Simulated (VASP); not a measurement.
# Hf in VASP: further runs

The runs below take Hf through relaxation of the atoms, single point, with PBE+D3(BJ).

Program: VASP 6.6.1. These are calculated values, not measurements. Logs are shortened: lines on timing, memory, paths and dates and some standing lists are left out, and cuts for length are marked.

## Step 1: The cell of the first run

The cell holds a slab with vacuum, 12 atoms: a = 6.340 Å, b = 5.020 Å, c = 22.405 Å, α = 90.00°, β = 90.00°, γ = 90.00°.

## Step 2: Relaxation of the atoms, PBE+D3(BJ)

INCAR

```
SYSTEM = Hf
PREC = Accurate ; ENCUT = 450
EDIFF = 1E-7 ; ISMEAR = 0
SIGMA = 0.1 ; LREAL = .False.
LASPH = .True. ; NELM = 120
ALGO = Normal ; ISIF = 2
LWAVE = .False. ; LCHARG = .False.
LDIPOL = .True. ; IDIPOL = 3
DIPOL = 0.5 0.5 0.500 ; GGA = PE
IVDW = 12 ; IBRION = 2
NSW = 90 ; EDIFFG = -0.03
GGA_COMPAT = .False. ; NELMIN = 4
NELMDL = -8 ; KPAR = 4
```

KPOINTS

```
Automatic mesh
0
Gamma
  3 4 1
  0 0 0
```

POSCAR

```
Hf
1.0
    6.3396999941      0.0000000000      0.0000000000
    0.0000000000      5.0196956475      0.0000000000
    0.0000000000      0.0000000000     22.4053981218
Hf
12
Selective dynamics
Direct
    0.5000000000      0.7500000000      0.3570568109  F F F
    0.0000000000      0.7500000000      0.3570568109  F F F
    0.7500000000      0.2500000000      0.3978977221  F F F
    0.2500000000      0.2500000000      0.3978977221  F F F
    0.7500000000      0.7500000000      0.4795795444  F F F
    0.2500000000      0.7500000000      0.4795795444  F F F
    0.0000000000      0.2500000000      0.5204204556  T T T
    0.5000000000      0.2500000000      0.5204204556  T T T
    0.0000000000      0.7500000000      0.6021022779  T T T
    0.5000000000      0.7500000000      0.6021022779  T T T
    0.2500000000      0.2500000000      0.6429431891  T T T
    0.7500000000      0.2500000000      0.6429431891  T T T
```

Potentials or basis: VASP PAW PBE potentials, release 64 (Hf_pv).

Run with:

```console
$ cat potpaw_PBE.64/Hf_pv/POTCAR > POTCAR
$ mpirun -np 4 vasp_std > vasp.out
```

OUTCAR:

```text
SYSTEM = Hf
   PREC = Accurate
   ENCUT = 450
   EDIFF = 1E-7
   ISMEAR = 0
   LREAL = .False.
   LASPH = .True.
   NELM = 120
   ISIF = 2
   GGA = PE
   IVDW = 12
   IBRION = 2
   NSW = 90
   EDIFFG = -0.03
   NELMIN = 4
   NELMDL = -8
 IVDW          = 12

 ion  position               nearest neighbor table
   1  0.500  0.750  0.357-   3 3.11   4 3.11   3 3.11   4 3.11   5 3.17   6 3.17   2 3.17   2 3.17

   2  0.000  0.750  0.357-   3 3.11   4 3.11   3 3.11   4 3.11   5 3.17   6 3.17   1 3.17   1 3.17

   3  0.750  0.250  0.398-   5 3.11   5 3.11   1 3.11   1 3.11   2 3.11   2 3.11   8 3.17   7 3.17
                             4 3.17   4 3.17
   4  0.250  0.250  0.398-   6 3.11   6 3.11   1 3.11   1 3.11   2 3.11   2 3.11   8 3.17   7 3.17
                             3 3.17   3 3.17
   5  0.750  0.750  0.480-   3 3.11   3 3.11   8 3.11   7 3.11   7 3.11   8 3.11  10 3.17   9 3.17
                             1 3.17   2 3.17   6 3.17   6 3.17
   6  0.250  0.750  0.480-   4 3.11   4 3.11   8 3.11   7 3.11   7 3.11   8 3.11  10 3.17   9 3.17
                             1 3.17   2 3.17   5 3.17   5 3.17
   7  0.000  0.250  0.520-   9 3.11   9 3.11   5 3.11   5 3.11   6 3.11   6 3.11  12 3.17  11 3.17
                             3 3.17   4 3.17   8 3.17   8 3.17
   8  0.500  0.250  0.520-  10 3.11  10 3.11   5 3.11   5 3.11   6 3.11   6 3.11  12 3.17  11 3.17
                             3 3.17   4 3.17   7 3.17   7 3.17
   9  0.000  0.750  0.602-   7 3.11   7 3.11  12 3.11  11 3.11  11 3.11  12 3.11   5 3.17   6 3.17
[... 14 lines left out ...]
 A1 = (   0.0000000000,  -5.0196956475,   0.0000000000)
 A2 = (   6.3396999941,   0.0000000000,   0.0000000000)
 A3 = (   0.0000000000,   0.0000000000,  22.4053981218)

Analysis of symmetry for initial positions (statically):
=====================================================================
 Subroutine PRICEL returns following result:

  LATTYP: Found a simple orthorhombic cell.
 ALAT       =     3.1698499971
 B/A-ratio  =     1.5835751383
 C/A-ratio  =     7.0682834023
[... 12 lines left out ...]
 Subroutine GETGRP returns: Found  8 space group operations
 (whereof  2 operations were pure point group operations)
 out of a pool of  8 trial point group operations.

The static configuration has the point symmetry C_1h.
 The point group associated with its full space group is D_2h.

Analysis of symmetry for dynamics (positions and initial velocities):
=====================================================================
 Subroutine PRICEL returns following result:

  LATTYP: Found a simple orthorhombic cell.
 ALAT       =     3.1698499971
 B/A-ratio  =     1.5835751383
 C/A-ratio  =     7.0682834023
[... 12 lines left out ...]
 Subroutine GETGRP returns: Found  8 space group operations
 (whereof  2 operations were pure point group operations)
 out of a pool of  8 trial point group operations.

The dynamic configuration has the point symmetry C_1h.
 The point group associated with its full space group is D_2h.

Analysis of constrained symmetry for selective dynamics:
=====================================================================
 Subroutine PRICEL returns following result:

  LATTYP: Found a simple orthorhombic cell.
 ALAT       =     3.1698499971
 B/A-ratio  =     1.5835751383
 C/A-ratio  =     7.0682834023
[... 12 lines left out ...]
 Subroutine GETGRP returns: Found  4 space group operations
 (whereof  2 operations were pure point group operations)
 out of a pool of  8 trial point group operations.

The constrained configuration has the point symmetry C_1h.
 The point group associated with its full space group is C_2v.

 Subroutine INISYM returns: Found  4 space group operations
 (whereof  2 operations are pure point group operations),
 and found     2 'primitive' translations

----------------------------------------------------------------------------------------

                                     Primitive cell

  volume of cell :     356.5076

  direct lattice vectors                    reciprocal lattice vectors
     3.169849997  0.000000000  0.000000000     0.315472341  0.000000000  0.000000000
     0.000000000  5.019695647  0.000000000     0.000000000  0.199215265  0.000000000
     0.000000000  0.000000000 22.405398122     0.000000000  0.000000000  0.044632101

  length of vectors
     3.169849997  5.019695647 22.405398122     0.315472341  0.199215265  0.044632101

  position of ions in fractional coordinates (direct lattice)
     0.000000000  0.750000000  0.357056811
     0.500000000  0.250000000  0.397897722
     0.500000000  0.750000000  0.479579544
     0.000000000  0.250000000  0.520420456
     0.000000000  0.750000000  0.602102278
     0.500000000  0.250000000  0.642943189

  ion indices of the primitive-cell ions
   primitive index   ion index
                 1           1
                 2           3
                 3           5
                 4           8
                 5          10
                 6          11

----------------------------------------------------------------------------------------

 KPOINTS: Automatic mesh

Automatic generation of k-mesh.
 Grid dimensions read from file:
 generate k-points for:    3    4    1

 Generating k-lattice:

  Cartesian coordinates                     Fractional coordinates (reciprocal lattice)
     0.052578724  0.000000000  0.000000000     0.333333333  0.000000000  0.000000000
     0.000000000  0.049803816  0.000000000     0.000000000  0.250000000  0.000000000
     0.000000000  0.000000000  0.044632101     0.000000000  0.000000000  1.000000000

  Length of vectors
     0.052578724  0.049803816  0.044632101

  Shift w.r.t. Gamma in fractional coordinates (k-lattice)
     0.000000000  0.000000000  0.000000000

 Subroutine IBZKPT returns following result:
 ===========================================

 Found      6 irreducible k-points:

 Following reciprocal coordinates:
            Coordinates               Weight
  0.000000  0.000000  0.000000      1.000000
  0.333333  0.000000  0.000000      2.000000
  0.000000  0.250000  0.000000      2.000000
  0.333333  0.250000  0.000000      4.000000
  0.000000  0.500000  0.000000      1.000000
  0.333333  0.500000  0.000000      2.000000
   k-points           NKPTS =      6   k-points in BZ     NKDIM =      6   number of bands    NBANDS=     72
   number of dos      NEDOS =    301   number of ions     NIONS =     12
   total plane-waves  NPLWV = 276480
   dimension x,y,z NGX =    48 NGY =   36 NGZ =  160
   dimension x,y,z NGXF=    96 NGYF=   72 NGZF=  320
   ions per type =              12
   NGX,Y,Z   is equivalent  to a cutoff of  12.59, 11.92, 11.87 a.u.
   NGXF,Y,Z  is equivalent  to a cutoff of  25.17, 23.85, 23.74 a.u.
 SYSTEM =  Hf
   PREC   = accura    normal or accurate (medium, high low for compatibility)
   ISTART =      0    job   : 0-new  1-cont  2-samecut
   ICHARG =      2    charge: 1-file 2-atom 10-const
   ISPIN  =      1    spin polarized calculation?
   LNONCOLLINEAR =      F non collinear calculations
   LSORBIT =      F    spin-orbit coupling
   LASPH  =      T    aspherical Exc in radial PAW
   ENCUT  =  450.0 eV  33.07 Ry    5.75 a.u.  10.97  8.68 38.75*2*pi/ulx,y,z
   NELM   =    120;   NELMIN=  4; NELMDL= -8     # of ELM steps
   EDIFF  = 0.1E-06   stopping-criterion for ELM
   LREAL  =      F    real-space projection
   EDIFFG = -.3E-01   stopping-criterion for IOM
   NSW    =     90    number of steps for IOM
   IBRION =      2    ionic relax: 0-MD 1-quasi-New 2-CG
   NFREE  =      1    steps in history (QN), initial steepest desc. (CG)
   ISIF   =      2    stress and relaxation
   ISYM   =      2    0-nonsym 1-usesym 2-fastsym
   POTIM  = 0.5000    time-step for ionic-motion
   TEBEG  =    0.0;   TEEND  =   0.0 temperature during run
   PSTRESS=    0.0 pullay stress
   NELECT =     120.0000    total number of electrons
   NUPDOWN=      -1.0000    fix difference up-down
   EMIN   =  10.00;   EMAX   =-10.00  energy-range for DOS
   EFERMI =   0.00;   METHOD = LEGACY
   ISMEAR =     0;   SIGMA  =   0.10  broadening in eV -4-tet -1-fermi 0-gaus
   EFERMI_NEDOS =   21; number of points for ismear=-14 and -15
   IALGO  =     38    algorithm
   IMIX   =      4    mixing-type and parameters
     AMIX     =   0.40;   BMIX     =  1.00
     AMIX_MAG =   1.60;   BMIX_MAG =  1.00
  volume/ion in A,a.u.               =      59.42       400.97
  Fermi-wavevector in a.u.,A,eV,Ry     =   0.903862  1.708052 11.115514  0.816967
  Thomas-Fermi vector in A             =   2.027239
   LORBIT       =      0    0 simple, 1 ext, 2 COOP (PROOUT), +10 PAW based schemes
   GGA     = PE    functional components
   LHFCALC =     F    Hartree Fock is set to
   AEXX    =    0.0000 exact exchange contribution
   IVDW    =    12    specifies the selected vdW correction
   LEPSILON=     F    determine dielectric tensor
   LRPA    =     F    only Hartree local field effects (RPA)
 conjugate gradient relaxation of ions
 non-spin polarized calculation
 Gauss-broadening in eV      SIGMA  =   0.10
  energy-cutoff  :      450.00
  volume of cell :      713.02
 maximum number of plane-waves:     15482
 NGX is ok and might be reduce to    48
   NGX = 21   NGY = 17   NGZ = 77

--------------------------------------- Ionic step        1  -------------------------------------------

 number of electron     119.9999984 magnetization

 Free energy of the ion-electron system (eV)
  ---------------------------------------------------
  ext. energy  EPLUGINS =         0.00000000
  ---------------------------------------------------
  free energy    TOTEN  =      -111.71379031 eV

  energy without entropy =     -111.62334850  energy(sigma->0) =     -111.66856941

------------------------ aborting loop because EDIFF is reached ----------------------------------------

 Edisp (eV)   -3.70710

 E8    (eV) :    -2.0633
[... 235 lines left out ...]
  FREE ENERGIE OF THE ION-ELECTRON SYSTEM (eV)
  ---------------------------------------------------
  free  energy   TOTEN  =      -115.4881571707 eV

  energy  without entropy=     -115.4027372980  energy(sigma->0) =     -115.44544723

 dipolmoment           0.000000      0.000000     -0.006315 electrons x Angstroem

--------------------------------------- Ionic step        6  -------------------------------------------

 number of electron     119.9999978 magnetization

------------------------ aborting loop because EDIFF is reached ----------------------------------------
[... 47 lines left out ...]
 number of electron     119.9999977 magnetization

------------------------ aborting loop because EDIFF is reached ----------------------------------------

 vacuum level on the upper side and lower side of the slab       (xc-potential included)         0.034        -0.045

 Edisp (eV)   -3.72658

 E8    (eV) :    -2.0749

  FORCE on cell =-STRESS in cart. coord.  units (eV):
  Direction    XX          YY          ZZ          XY          YZ          ZX
  --------------------------------------------------------------------------------------
  -------------------------------------------------------------------------------------
  Total     -10.78706    -6.62518    -3.45822     0.00000     0.00000     0.00000
  in kB     -24.23901   -14.88708    -7.77077     0.00000     0.00000     0.00000
  external pressure =      -15.63 kB  Pullay stress =        0.00 kB
[... 33 lines left out ...]
--------------------------------------- Ionic step        8  -------------------------------------------

 number of electron     119.9999973 magnetization

 dipolmoment           0.000000      0.000000      0.015205 electrons x Angstroem

 Free energy of the ion-electron system (eV)
  ---------------------------------------------------
  ext. energy  EPLUGINS =         0.00000000
  ---------------------------------------------------
  free energy    TOTEN  =      -111.76122529 eV

  energy without entropy =     -111.67292147  energy(sigma->0) =     -111.71707338

 E-fermi :  -0.4283     XC(G=0):  -5.1328

 val. band max:       -0.4341330126   @ k =   0.3333   0.5000   0.0000
 cond. band min:      -0.4105110632   @ k =   0.3333   0.2500   0.0000
 fundamental gap:      0.0236219494
 Fermi energy:        -0.4283302216

 k-point     1 :       0.0000    0.0000    0.0000
  band No.  band energies     occupation
      1     -31.6480      2.00000
      2     -31.6156      2.00000
      3     -31.6085      2.00000
      4     -31.5911      2.00000
      5     -31.5681      2.00000
      6     -31.5615      2.00000
[... 439 lines left out ...]
     71       0.3496      0.00000
     72       0.4093      0.00000

------------------------ aborting loop because EDIFF is reached ----------------------------------------

 vacuum level on the upper side and lower side of the slab       (xc-potential included)        -0.005        -0.095

 Edisp (eV)   -3.73146

 E8    (eV) :    -2.0778

  FORCE on cell =-STRESS in cart. coord.  units (eV):
  Direction    XX          YY          ZZ          XY          YZ          ZX
  --------------------------------------------------------------------------------------
  -------------------------------------------------------------------------------------
  Total     -10.46216    -6.43562    -3.20388     0.00000     0.00000     0.00000
  in kB     -23.50896   -14.46112    -7.19926     0.00000     0.00000     0.00000
  external pressure =      -15.06 kB  Pullay stress =        0.00 kB
[... 27 lines left out ...]
  FREE ENERGIE OF THE ION-ELECTRON SYSTEM (eV)
  ---------------------------------------------------
  free  energy   TOTEN  =      -115.4926811629 eV

  energy  without entropy=     -115.4043773395  energy(sigma->0) =     -115.44852925

 reached required accuracy - stopping structural energy minimisation

 vacuum level on the upper side and lower side of the slab         3.385         3.294
```

It took 19 min on 4 MPI ranks of AMD EPYC 7R13 (Zen 3), shared host; peak memory 0.76 GiB.

What came out:

```
Free energy                : -115.4927 eV
Energy gained by relaxing  : 6.0 meV/atom
Ionic steps                : 8
Band gap on the k mesh     : zero (bands 60 and 61 overlap by 0.24 eV)
Dispersion energy per atom : -0.311 eV
```

The path:
| step | energy change (eV) | largest force on free atoms (eV/Å) | pressure (GPa) |
| --- | --- | --- | --- |
| 1 | 0.0000 | 0.4990 | -1.92 |
| 2 | -0.0385 | 0.3341 | -1.84 |
| 3 | -0.0651 | 0.1320 | -1.67 |
| 4 | -0.0651 | 0.1326 | -1.66 |
| 5 | -0.0673 | 0.0801 | -1.64 |
| 6 | -0.0689 | 0.0634 | -1.58 |
| 7 | -0.0700 | 0.0475 | -1.56 |
| 8 | -0.0718 | 0.0238 | -1.51 |

Final structure:
```xyz
12
Lattice="6.3397 0.0000 0.0000 0.0000 5.0197 0.0000 0.0000 0.0000 22.4054" Properties=species:S:1:pos:R:3 pbc="T T T"
Hf    3.1698    3.7648    8.0000
Hf    0.0000    3.7648    8.0000
Hf    4.7548    1.2549    8.9151
Hf    1.5849    1.2549    8.9151
Hf    4.7548    3.7648   10.7452
Hf    1.5849    3.7648   10.7452
Hf    6.3397    1.2549   11.6927
Hf    3.1698    1.2549   11.6927
Hf    0.0000    3.7648   13.4427
Hf    3.1698    3.7648   13.4427
Hf    1.5849    1.2549   14.3117
Hf    4.7548    1.2549   14.3117
```

Levels at points of the mesh, in eV from the Fermi level:
| k point | band 56 | band 57 | band 58 | band 59 | band 60 | band 61 | band 62 | band 63 |
| --- | --- | --- | --- | --- | --- | --- | --- | --- |
| (0.00, 0.00, 0.00) | -0.69 | -0.62 | -0.49 | -0.03 | 0.20 | 0.23 | 0.26 | 0.51 |
| (0.00, 0.50, 0.00) | -0.81 | -0.49 | -0.47 | -0.03 | 0.04 | 0.31 | 0.34 | 0.44 |

Caveat: spin-orbit coupling is left out, which moves the levels of the heavy elements.

## Step 3: Single point, PBE+D3(BJ)

This run uses another cell than the first one.

INCAR

```
PREC = Accurate ; ENCUT = 520
EDIFF = 1E-6 ; ISMEAR = 0
SIGMA = 0.1 ; LREAL = F
LASPH = T ; NELM = 60
ALGO = Normal ; ISIF = 2
LWAVE = F ; LCHARG = F
LDIPOL = T ; IDIPOL = 3
DIPOL = 0.5 0.5 0.421 ; GGA = PE
IVDW = 12 ; NBANDS = 72
```

KPOINTS

```
Automatic mesh
0
Gamma
  3 4 1
```

POSCAR

```
Hf
1.0
    6.3396999941      0.0000000000      0.0000000000
    0.0000000000      5.0196956475      0.0000000000
    0.0000000000      0.0000000000     26.5531981218
Hf
12
Direct
    0.5000000000      0.7500000000      0.3012819760
    0.0000000000      0.7500000000      0.3012819760
    0.7500000000      0.2500000000      0.3357432440
    0.2500000000      0.2500000000      0.3357432440
    0.7500000000      0.7500000000      0.4046657798
    0.2500000000      0.7500000000      0.4046657798
    0.0000236799      0.2532698232      0.4403011502
    0.4999853582      0.2503138906      0.4395970042
    0.0000348476      0.7531283070      0.5052398819
    0.4999557984      0.7505572729      0.5078079833
    0.2550136226      0.2503319668      0.5399900117
    0.7450181703      0.2501283579      0.5399795282
```

Potentials or basis: VASP PAW PBE potentials, release 64 (Hf_pv).

Run with:

```console
$ cat potpaw_PBE.64/Hf_pv/POTCAR > POTCAR
$ mpirun -np 1 vasp_std > vasp.out
```

It took 52 min on 1 thread of Intel Xeon 8259CL, shared host; peak memory 0.92 GiB.

The run converged. Its results:

```
Free energy                : -115.4736 eV
Largest force              : 0.545 eV/Å
Band gap on the k mesh     : zero (bands 60 and 61 overlap by 0.24 eV)
Dispersion energy per atom : -0.310 eV
```

Forces on the atoms (eV/Å):
```
Hf   0.000  0.006  0.450
Hf   0.000  0.004  0.479
Hf   0.018 -0.003  0.109
Hf  -0.018 -0.003  0.108
Hf  -0.012  0.043 -0.542
Hf   0.012  0.043 -0.544
Hf  -0.001 -0.077  0.086
Hf   0.002 -0.008  0.201
Hf  -0.002 -0.029  0.193
Hf   0.002  0.002 -0.156
Hf  -0.045  0.010 -0.192
Hf   0.044  0.013 -0.192
```

Levels at points of the mesh, in eV from the Fermi level:
| k point | band 57 | band 58 | band 59 | band 60 | band 61 | band 62 | band 63 | band 64 |
| --- | --- | --- | --- | --- | --- | --- | --- | --- |
| (0.00, 0.00, 0.00) | -0.62 | -0.53 | -0.01 | 0.19 | 0.23 | 0.26 | 0.51 | 0.64 |
| (0.00, 0.50, 0.00) | -0.50 | -0.47 | -0.02 | 0.04 | 0.31 | 0.33 | 0.44 | 0.47 |

Caveat: spin-orbit coupling is left out, which moves the levels of the heavy elements.

The gap in the log of VASP goes by the Fermi energy; the results here count the filled bands.